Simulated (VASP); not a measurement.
# PtSe2 (Sudovikovite) (P-3m1) in VASP: notebook

PtSe2 (Sudovikovite) is run at these levels: PBE+D3(BJ), PBE+D4, PBE, LDA, r2SCAN; tasks: single point.

Program: VASP 6.6.1. These are calculated values, not measurements. Logs are shortened: lines on timing, memory, paths and dates and some standing lists are left out, and cuts for length are marked.

**1. The cell of the first run**

Symmetry: P-3m1, No. 164, trigonal system. The conventional cell has a = 3.771 Å, b = 3.771 Å, c = 4.825 Å, α = 90.00°, β = 90.00°, γ = 120.00°. Pt (site symmetry -3m) has 6 Se at 2.53 Å within 3.3 Å. Se (site symmetry 3m) has 3 Pt at 2.53 Å and 3 Se at 3.14 Å within 3.3 Å.

**2. Single point, PBE+D3(BJ)**

Input file INCAR:

```
SYSTEM = PtSe2
  PREC = Accurate
  ENCUT = 520
  EDIFF = 1E-6
  ISMEAR = -1
  SIGMA = 0.02
  LREAL = .False.
  LASPH = .True.
  NELM = 80
  ALGO = Normal
  ISIF = 2
  LWAVE = .False.
  LCHARG = .True.
  GGA = PE
  IVDW = 12
  LELF = .True.
  LVHAR = .True.
  NBANDS = 18
```

Input file KPOINTS:

```
Automatic mesh
0
Gamma
  12 12 4
  0 0 0
```

Input file POSCAR:

```
PtSe2
1.0
    3.7712516545      0.0000000000      0.0000000000
   -1.8856258273      3.2659997369      0.0000000000
    0.0000000000      0.0000000000      4.8252887189
Pt Se
1 2
Direct
    0.0000000000      0.0000000000      0.0000000000
    0.3333333333      0.6666666667      0.2651881563
    0.6666666667      0.3333333333      0.7348118437
```

Potentials or basis: VASP PAW PBE potentials, release 64 (Pt, Se).

Started as:

```sh
cat potpaw_PBE.64/Pt/POTCAR potpaw_PBE.64/Se/POTCAR > POTCAR
mpirun -np 1 vasp_std > vasp.out
```

OUTCAR:

```text
SYSTEM = PtSe2
   PREC = Accurate
   ENCUT = 520
   EDIFF = 1E-6
   ISMEAR = -1
   LREAL = .False.
   LASPH = .True.
   NELM = 80
   ISIF = 2
   GGA = PE
   IVDW = 12
 IVDW          = 12

 ion  position               nearest neighbor table
   1  0.000  0.000  0.000-   2 2.53   3 2.53   3 2.53   2 2.53   3 2.53   2 2.53
   2  0.333  0.667  0.265-   1 2.53   1 2.53   1 2.53
   3  0.667  0.333  0.735-   1 2.53   1 2.53   1 2.53

  LATTYP: Found a hexagonal cell.
 ALAT       =     3.7712516545
 C/A-ratio  =     1.2794926356

  Lattice vectors:

 A1 = (   3.7712516545,   0.0000000000,   0.0000000000)
 A2 = (  -1.8856258273,   3.2659997369,   0.0000000000)
 A3 = (   0.0000000000,   0.0000000000,   4.8252887189)

Analysis of symmetry for initial positions (statically):
=====================================================================
 Subroutine PRICEL returns:
 Original cell was already a primitive cell.

 Routine SETGRP: Setting up the symmetry group for a
 hexagonal supercell.

 Subroutine GETGRP returns: Found 12 space group operations
 (whereof 12 operations were pure point group operations)
 out of a pool of 24 trial point group operations.

The static configuration has the point symmetry D_3d.

Analysis of symmetry for dynamics (positions and initial velocities):
=====================================================================
 Subroutine PRICEL returns:
 Original cell was already a primitive cell.

 Routine SETGRP: Setting up the symmetry group for a
 hexagonal supercell.

 Subroutine GETGRP returns: Found 12 space group operations
 (whereof 12 operations were pure point group operations)
 out of a pool of 24 trial point group operations.

The dynamic configuration has the point symmetry D_3d.

 Subroutine INISYM returns: Found 12 space group operations
 (whereof 12 operations are pure point group operations),
 and found     1 'primitive' translations

----------------------------------------------------------------------------------------

                                     Primitive cell

  volume of cell :      59.4326

  direct lattice vectors                    reciprocal lattice vectors
     3.771251654  0.000000000  0.000000000     0.265163954  0.153092480  0.000000000
    -1.885625827  3.265999737  0.000000000     0.000000000  0.306184960  0.000000000
     0.000000000  0.000000000  4.825288719     0.000000000  0.000000000  0.207241485

  length of vectors
     3.771251654  3.771251655  4.825288719     0.306184960  0.306184960  0.207241485

  position of ions in fractional coordinates (direct lattice)
     0.000000000  0.000000000  0.000000000
     0.333333333  0.666666667  0.265188156
     0.666666667  0.333333333  0.734811844

  ion indices of the primitive-cell ions
   primitive index   ion index
                 1           1
                 2           2
                 3           3

----------------------------------------------------------------------------------------

 KPOINTS: Automatic mesh

Automatic generation of k-mesh.
 Grid dimensions read from file:
 generate k-points for:   12   12    4

 Generating k-lattice:

  Cartesian coordinates                     Fractional coordinates (reciprocal lattice)
     0.022096996  0.012757707  0.000000000     0.083333333 -0.000000000  0.000000000
     0.000000000  0.025515413  0.000000000     0.000000000  0.083333333  0.000000000
     0.000000000  0.000000000  0.051810371     0.000000000  0.000000000  0.250000000

  Length of vectors
     0.025515413  0.025515413  0.051810371

  Shift w.r.t. Gamma in fractional coordinates (k-lattice)
     0.000000000  0.000000000  0.000000000

 Subroutine IBZKPT returns following result:
 ===========================================

 Found     69 irreducible k-points:

 Following reciprocal coordinates:
            Coordinates               Weight
  0.000000  0.000000  0.000000      1.000000
  0.083333  0.000000  0.000000      6.000000
  0.166667 -0.000000  0.000000      6.000000
  0.250000 -0.000000  0.000000      6.000000
  0.333333 -0.000000  0.000000      6.000000
  0.416667 -0.000000  0.000000      6.000000
[... 16 lines left out ...]
  0.166667 -0.000000  0.250000      6.000000
  0.000000  0.166667  0.250000      6.000000
 [... further k-points ...]
   k-points           NKPTS =     69   k-points in BZ     NKDIM =     69   number of bands    NBANDS=     18
   number of dos      NEDOS =    301   number of ions     NIONS =      3
   total plane-waves  NPLWV =  28224
   dimension x,y,z NGX =    28 NGY =   28 NGZ =   36
   dimension x,y,z NGXF=    56 NGYF=   56 NGZF=   72
   ions per type =               1   2
   NGX,Y,Z   is equivalent  to a cutoff of  12.34, 12.34, 12.40 a.u.
   NGXF,Y,Z  is equivalent  to a cutoff of  24.69, 24.69, 24.81 a.u.
 SYSTEM =  PtSe2
   PREC   = accura    normal or accurate (medium, high low for compatibility)
   ISTART =      0    job   : 0-new  1-cont  2-samecut
   ICHARG =      2    charge: 1-file 2-atom 10-const
   ISPIN  =      1    spin polarized calculation?
   LNONCOLLINEAR =      F non collinear calculations
   LSORBIT =      F    spin-orbit coupling
   LASPH  =      T    aspherical Exc in radial PAW
   ENCUT  =  520.0 eV  38.22 Ry    6.18 a.u.   7.01  7.01  8.97*2*pi/ulx,y,z
   NELM   =     80;   NELMIN=  2; NELMDL= -5     # of ELM steps
   EDIFF  = 0.1E-05   stopping-criterion for ELM
   LREAL  =      F    real-space projection
   EDIFFG = 0.1E-04   stopping-criterion for IOM
   NSW    =      0    number of steps for IOM
   IBRION =     -1    ionic relax: 0-MD 1-quasi-New 2-CG
   NFREE  =      0    steps in history (QN), initial steepest desc. (CG)
   ISIF   =      2    stress and relaxation
   ISYM   =      2    0-nonsym 1-usesym 2-fastsym
   POTIM  = 0.5000    time-step for ionic-motion
   TEBEG  =    0.0;   TEEND  =   0.0 temperature during run
   PSTRESS=    0.0 pullay stress
   NELECT =      22.0000    total number of electrons
   NUPDOWN=      -1.0000    fix difference up-down
   EMIN   =  10.00;   EMAX   =-10.00  energy-range for DOS
   EFERMI =   0.00;   METHOD = LEGACY
   ISMEAR =    -1;   SIGMA  =   0.02  broadening in eV -4-tet -1-fermi 0-gaus
   EFERMI_NEDOS =   21; number of points for ismear=-14 and -15
   IALGO  =     38    algorithm
   IMIX   =      4    mixing-type and parameters
     AMIX     =   0.40;   BMIX     =  1.00
     AMIX_MAG =   1.60;   BMIX_MAG =  1.00
  volume/ion in A,a.u.               =      19.81       133.69
  Fermi-wavevector in a.u.,A,eV,Ry     =   1.175459  2.221295 18.799215  1.381703
  Thomas-Fermi vector in A             =   2.311839
   LORBIT       =      0    0 simple, 1 ext, 2 COOP (PROOUT), +10 PAW based schemes
   GGA     = PE    functional components
   LHFCALC =     F    Hartree Fock is set to
   AEXX    =    0.0000 exact exchange contribution
   IVDW    =    12    specifies the selected vdW correction
   LEPSILON=     F    determine dielectric tensor
   LRPA    =     F    only Hartree local field effects (RPA)
 non-spin polarized calculation
  energy-cutoff  :      520.00
  volume of cell :       59.43
 maximum number of plane-waves:      1620
   NGX = 13   NGY = 13   NGZ = 17

 number of electron      21.9999997 magnetization

 Free energy of the ion-electron system (eV)
  ---------------------------------------------------
  ext. energy  EPLUGINS =         0.00000000
  ---------------------------------------------------
  free energy    TOTEN  =       -14.19491790 eV

  energy without entropy =      -14.19374290  energy(sigma->0) =      -14.19433040

 E-fermi :   6.7225     XC(G=0): -10.8201

 val. band max:        6.6789380029   @ k =   0.3333   0.3333   0.0000
 cond. band min:       6.7472838077   @ k =   0.3333   0.2500   0.0000
 fundamental gap:      0.0683458047
 Fermi energy:         6.7225131754

 k-point     1 :       0.0000    0.0000    0.0000
  band No.  band energies     occupation
      1      -8.9569      2.00000
      2      -5.8646      2.00000
      3      -0.4050      2.00000
      4       0.4761      2.00000
      5       0.4761      2.00000
      6       2.9132      2.00000
[... 10 lines left out ...]
     17      13.9800      0.00000
     18      18.4670      0.00000

 k-point     2 :       0.0833    0.0000    0.0000
  band No.  band energies     occupation
      1      -8.8821      2.00000
      2      -5.9089      2.00000
      3      -0.3109      2.00000
      4       0.5251      2.00000
      5       0.5501      2.00000
      6       2.8131      2.00000
[... 10 lines left out ...]
     17      14.2063      0.00000
     18      17.2635      0.00000

 k-point     3 :       0.1667   -0.0000    0.0000
  band No.  band energies     occupation
      1      -8.6645      2.00000
      2      -6.0317      2.00000
      3      -0.0411      2.00000
      4       0.6629      2.00000
      5       0.7604      2.00000
      6       2.4131      2.00000
[... 10 lines left out ...]
     17      14.7534      0.00000
     18      15.8972      0.00000

 k-point     4 :       0.2500   -0.0000    0.0000
  band No.  band energies     occupation
      1      -8.3263      2.00000
      2      -6.2110      2.00000
      3       0.3522      2.00000
      4       0.8574      2.00000
      5       1.0270      2.00000
      6       1.6953      2.00000
[... 10 lines left out ...]
     17      14.9180      0.00000
     18      15.1162      0.00000

 k-point     5 :       0.3333   -0.0000    0.0000
  band No.  band energies     occupation
      1      -7.9083      2.00000
      2      -6.4296      2.00000
      3       0.4024      2.00000
      4       0.9995      2.00000
      5       1.0484      2.00000
      6       1.7575      2.00000
[... 10 lines left out ...]
     17      14.4472      0.00000
     18      15.4330      0.00000

 k-point     6 :       0.4167   -0.0000    0.0000
  band No.  band energies     occupation
      1      -7.4741      2.00000
      2      -6.6855      2.00000
      3      -0.1662      2.00000
      4       1.1694      2.00000
      5       1.3799      2.00000
      6       2.3686      2.00000
[... 10 lines left out ...]
     17      14.0536      0.00000
     18      16.7205      0.00000

 k-point     7 :       0.5000   -0.0000    0.0000
  band No.  band energies     occupation
      1      -7.1786      2.00000
      2      -6.9074      2.00000
      3      -0.3985      2.00000
      4       1.2057      2.00000
      5       1.5774      2.00000
      6       2.8302      2.00000
[... 10 lines left out ...]
     17      13.9126      0.00000
     18      17.8915      0.00000

 k-point     8 :       0.0833    0.0833    0.0000
  band No.  band energies     occupation
      1      -8.7358      2.00000
      2      -5.9921      2.00000
      3      -0.1292      2.00000
      4       0.6216      2.00000
      5       0.6894      2.00000
      6       2.6622      2.00000
[... 10 lines left out ...]
     17      14.6789      0.00000
     18      16.1064      0.00000
[... 229 lines left out ...]
     17      15.2072      0.00000
     18      17.2924      0.00000

 k-point    20 :       0.0000    0.0000    0.2500
  band No.  band energies     occupation
      1      -8.6587      2.00000
      2      -6.5400      2.00000
      3       0.5079      2.00000
      4       0.5253      2.00000
      5       0.5253      2.00000
      6       2.8833      2.00000
[... 10 lines left out ...]
     17      13.7121      0.00000
     18      16.9393      0.00000

 k-point    21 :       0.0833    0.0000    0.2500
  band No.  band energies     occupation
      1      -8.5871      2.00000
      2      -6.5468      2.00000
      3       0.2332      2.00000
      4       0.6058      2.00000
      5       0.8577      2.00000
      6       2.7826      2.00000
[... 10 lines left out ...]
     17      14.0978      0.00000
     18      15.5650      0.00000

 k-point    22 :       0.0000    0.0833    0.2500
  band No.  band energies     occupation
      1      -8.5893      2.00000
      2      -6.5408      2.00000
      3       0.2387      2.00000
      4       0.5357      2.00000
      5       0.8999      2.00000
      6       2.7161      2.00000
[... 10 lines left out ...]
     17      14.4719      0.00000
     18      15.6169      0.00000

 k-point    23 :       0.1667   -0.0000    0.2500
  band No.  band energies     occupation
      1      -8.3762      2.00000
      2      -6.5801      2.00000
      3       0.1224      2.00000
      4       0.7665      2.00000
      5       1.2192      2.00000
      6       2.4736      2.00000
[... 10 lines left out ...]
     17      13.8106      0.00000
     18      14.8711      0.00000

 k-point    24 :       0.0000    0.1667    0.2500
  band No.  band energies     occupation
      1      -8.3938      2.00000
      2      -6.5354      2.00000
      3       0.0417      2.00000
      4       0.6212      2.00000
      5       1.2722      2.00000
      6       2.1550      2.00000
[... 10 lines left out ...]
     17      14.9306      0.00000
     18      15.5676      0.00000

 [... further k-points ...]

------------------------ aborting loop because EDIFF is reached ----------------------------------------

 Edisp (eV)   -1.46937

 E8    (eV) :    -0.6313

  FORCE on cell =-STRESS in cart. coord.  units (eV):
  Direction    XX          YY          ZZ          XY          YZ          ZX
  --------------------------------------------------------------------------------------
  -------------------------------------------------------------------------------------
  Total       0.00848     0.00848    -0.00893    -0.00000     0.00000     0.00000
  in kB       0.22864     0.22864    -0.24066    -0.00000     0.00000     0.00000
  external pressure =        0.07 kB  Pullay stress =        0.00 kB

 VOLUME and BASIS-vectors are now :
 -----------------------------------------------------------------------------
  energy-cutoff  :      520.00
  volume of cell :       59.43
      direct lattice vectors                 reciprocal lattice vectors
     3.771251654  0.000000000  0.000000000     0.265163954  0.153092480  0.000000000
    -1.885625827  3.265999737  0.000000000     0.000000000  0.306184960  0.000000000
     0.000000000  0.000000000  4.825288719     0.000000000  0.000000000  0.207241485

 POSITION                                       TOTAL-FORCE (eV/Angst)
 -----------------------------------------------------------------------------------
      0.00000      0.00000      0.00000         0.000000      0.000000      0.000000
     -0.00000      2.17733      1.27961        -0.000000      0.000000      0.006337
      1.88563      1.08867      3.54568        -0.000000      0.000000     -0.006337
 -----------------------------------------------------------------------------------
    total drift:                               -0.000000     -0.000000      0.000000

  FREE ENERGIE OF THE ION-ELECTRON SYSTEM (eV)
  ---------------------------------------------------
  free  energy   TOTEN  =       -15.6642894711 eV

  energy  without entropy=      -15.6631144629  energy(sigma->0) =      -15.66370197
```

Wall time 23 s (1 thread of Intel Xeon 6975P-C (Granite Rapids), shared host); peak memory 0.22 GiB.

What came out:

```yaml
Free_energy: -15.6643 eV
Pressure: 0.0 GPa
Largest_force: 0.006 eV/Å
Band_gap_on_the_k_mesh: zero (band 11 reaches 7.49 eV, above the bottom of band 12 at 6.67 eV)
Dispersion_energy_per_atom: -0.490 eV
```

Forces on the atoms (eV/Å):
```
Pt   0.000  0.000  0.000
Se   0.000  0.000  0.006
Se   0.000  0.000 -0.006
```

Caveat: spin-orbit coupling is left out, which moves the levels of the heavy elements; pairwise dispersion overbinds metals, which lowers pressure and volume.

**3. Single point, PBE+D4**

Input file INCAR:

```
PREC = Accurate ; ENCUT = 520
EDIFF = 1E-7 ; ISMEAR = -1
SIGMA = 0.02 ; LREAL = False
LASPH = True ; NELM = 100
ALGO = Normal ; ISIF = 2
LWAVE = False ; LCHARG = True
GGA = PE ; IVDW = 13
LELF = True ; LVHAR = True
NBANDS = 18
```

Input file KPOINTS:

```
regular mesh
0
Gamma
  12 12 6
```

Input file POSCAR:

```
PtSe2
1.0
    3.7723815118      0.0000000000      0.0000000000
   -1.8861907559      3.2669782220      0.0000000000
    0.0000000000      0.0000000000      4.8274734345
Pt Se
1 2
Direct
    0.0000000000      0.0000000000      0.0000000000
    0.3333333333      0.6666666667      0.2653932859
    0.6666666667      0.3333333333      0.7346067141
```

Potentials or basis: VASP PAW PBE potentials, release 64 (Pt, Se).

Started as:

```sh
cat potpaw_PBE.64/Pt/POTCAR potpaw_PBE.64/Se/POTCAR > POTCAR
mpirun -np 1 vasp_std > vasp.out
```

Wall time 34 s (1 thread of Intel Xeon 6975P-C (Granite Rapids), shared host); peak memory 0.25 GiB.

It converged, with:

```
Free energy                : -15.7366 eV
Pressure                   : 0.0 GPa
Largest force              : 0.008 eV/Å
Band gap on the k mesh     : zero (band 11 reaches 7.47 eV, above the bottom of band 12 at 6.66 eV)
Dispersion energy per atom : -0.513 eV
```

Forces in eV/Å, atoms in the order of the input:
```
Pt   0.000  0.000  0.000
Se   0.000  0.000  0.008
Se   0.000  0.000 -0.008
```

Levels at points of the mesh, in eV from the Fermi level:
```
           k point  band 8  band 9  band 10  band 11  band 12  band 13  band 14  band 15
(0.00, 0.00, 0.00)   -2.49   -1.03    -1.03     0.75     1.04     1.04     3.34     4.07
(0.50, 0.00, 0.00)   -3.73   -3.34    -3.28    -2.93     0.47     2.46     4.99     6.09
(0.00, 0.00, 0.50)   -2.93   -1.74    -1.74    -1.73     2.29     2.29     4.97     6.48
(0.50, 0.00, 0.50)   -3.36   -3.09    -2.61    -1.13     0.59     1.43     4.88     4.89
```

Caveat: spin-orbit coupling is left out, which moves the levels of the heavy elements; pairwise dispersion overbinds metals, which lowers pressure and volume.

**4. Single point, PBE**

This run uses another cell than the first one, of 21.18 Å³/atom, 1.069 times its volume.

Input file INCAR:

```
SYSTEM = PtSe2
PREC = Accurate
ENCUT = 520
EDIFF = 1E-6
ISMEAR = -1
SIGMA = 0.02
LREAL = .FALSE.
LASPH = .TRUE.
NELM = 60
ALGO = Normal
ISIF = 2
LWAVE = .FALSE.
LCHARG = .FALSE.
GGA = PE
NBANDS = 18
```

Input file KPOINTS:

```
Automatic mesh
0
G
  12 12 6
  0 0 0
```

Input file POSCAR:

```
PtSe2
1.0
    3.7286599757      0.0000000000      0.0000000000
   -1.8643299879      3.2291142610      0.0000000000
    0.0000000000      0.0000000000      5.2770333298
Pt Se
1 2
Direct
    0.0000000000      0.0000000000      0.0000000000
    0.3333333333      0.6666666667      0.2462223091
    0.6666666667      0.3333333333      0.7537776909
```

Started as:

```sh
cat potpaw_PBE.64/Pt/POTCAR potpaw_PBE.64/Se/POTCAR > POTCAR
mpirun -np 1 vasp_std > vasp.out
```

It took 37 s on 1 thread of Intel Xeon 6975P-C (Granite Rapids), shared host; peak memory 0.26 GiB.

It converged, with:

* Free energy: -14.2464 eV
* Pressure: 3.8 GPa
* Largest force: 0.173 eV/Å
* Band gap on the k mesh: zero (band 11 reaches 6.19 eV, above the bottom of band 12 at 6.03 eV)

Forces on the atoms (eV/Å):
```
Pt   0.000  0.000  0.000
Se   0.000  0.000  0.173
Se   0.000  0.000 -0.173
```

Stress tensor (GPa, compression positive):
```
4.33 0.00 0.00
0.00 4.33 0.00
0.00 0.00 2.59
```

Levels at points of the mesh, in eV from the Fermi level:
```tsv
k point	band 7	band 8	band 9	band 10	band 11	band 12	band 13	band 14	band 15	band 16
(0.00, 0.00, 0.00)	-3.94	-2.62	-1.04	-1.04	0.16	1.50	1.50	3.82	3.99	7.34
(0.50, 0.00, 0.00)	-3.56	-3.41	-3.35	-3.30	-2.96	0.68	2.13	4.60	5.66	7.01
(0.00, 0.00, 0.50)	-3.96	-2.90	-1.82	-1.37	-1.37	2.15	2.15	4.73	6.05	6.91
(0.50, 0.00, 0.50)	-3.51	-3.42	-3.15	-2.76	-1.54	1.05	1.46	4.21	4.76	6.87
```

Caveat: spin-orbit coupling is left out, which moves the levels of the heavy elements.

(Part 1 of 2 ends here.)
